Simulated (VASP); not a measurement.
Input of a VASP 6.6.1 run:

Contents of INCAR:

```
ALGO = Normal
EDIFF = 1E-6
ENCUT = 600
GGA_COMPAT = False
ISIF = 2
ISMEAR = -1
LASPH = True
LCHARG = False
LREAL = False
LWAVE = False
NBANDS = 7
NELM = 120
PREC = Accurate
SIGMA = 0.05
```

KPOINTS

```
k-points
0
Gamma
  14 14 14
```

File POSCAR:

```
Be
1.0
    0.0000000000      1.5535340891      1.5535340891
    1.5535340891      0.0000000000      1.5535340891
    1.5535340891      1.5535340891      0.0000000000
Be
1
Direct
    0.0000000000      0.0000000000      0.0000000000
```

Potentials or basis: VASP PAW LDA potentials, release 64 (Be).

Command:

```console
$ cat potpaw_LDA.64/Be/POTCAR > POTCAR
$ mpirun -np 1 vasp_std > vasp.out
```

Problem. Predict the band gap on the k mesh.

Solution. Zero (bands 1 and 2 overlap by 0.30 eV).

Problem. Estimate the pressure.

Solution. 0.4 GPa.
